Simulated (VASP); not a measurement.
Runs of VASP 6.6.1 on TiSi2. The structure is that of space group Fddd (No. 70), or close to it. The cells are those of the table. 

| cell | k mesh | smearing | gap on the mesh (eV) | pressure (GPa) | largest force (eV/Å) |
| --- | --- | --- | --- | --- | --- |
| a = 5.772, b = 4.780, c = 4.614 Å, angles 75.8, 53.4, 50.8°, 6 atoms | 10 × 10 × 10 | gaussian 0.1 eV | none | 16.1 | - |
| a = 5.951, b = 4.909, c = 4.783 Å, angles 75.8, 53.1, 51.2°, 6 atoms | 10 × 10 × 10 | gaussian 0.15 eV | none | 0.0 | - |
| a = 5.951, b = 4.909, c = 4.783 Å, angles 75.8, 53.1, 51.2°, 6 atoms | 14 × 14 × 14 | gaussian 0.15 eV | none | 0.0 | 0.01 |
| a = 5.926, b = 4.884, c = 4.760 Å, angles 75.8, 53.0, 51.1°, 6 atoms | 6 × 6 × 6 | gaussian 0.1 eV | none | 2.2 | 0.17 |
| a = 6.137, b = 5.036, c = 4.965 Å, angles 75.7, 52.7, 51.6°, 6 atoms | 10 × 10 × 10 | gaussian 0.1 eV | none | (c) | - |
| a = 5.926, b = 4.884, c = 4.760 Å, angles 75.8, 53.0, 51.1°, 6 atoms | 10 × 10 × 10 | gaussian 0.1 eV | none | 2.3 | 0.20 |
| a = 5.973, b = 4.912, c = 4.831 Å, angles 75.6, 52.8, 51.1°, 6 atoms | 10 × 10 × 10 | gaussian 0.1 eV | none | -1.2 | 0.01 |
| a = 6.016, b = 4.918, c = 4.927 Å, angles 75.3, 52.3, 51.1°, 6 atoms | 10 × 10 × 10 | gaussian 0.1 eV | none | (b) | 0.01 |
| a = 5.709, b = 4.734, c = 4.557 Å, angles 75.8, 53.5, 50.7°, 6 atoms | 10 × 10 × 10 | gaussian 0.1 eV | none | (a) | - |
| a = 5.994, b = 4.915, c = 4.879 Å, angles 75.5, 52.5, 51.1°, 6 atoms | 10 × 10 × 10 | gaussian 0.1 eV | none | -2.3 | 0.01 |

Alike in all rows: task single point; level PBE; potentials or basis VASP PAW PBE potentials, release 64 (Ti_sv, Si); no spin polarisation; cutoff (eV) 520.

**Question.** Fill in the values left out.

**Answer.** (a) 23.4; (b) -3.4; (c) -10.8.

A gap of «none» marks levels without a gap at the run's occupations.
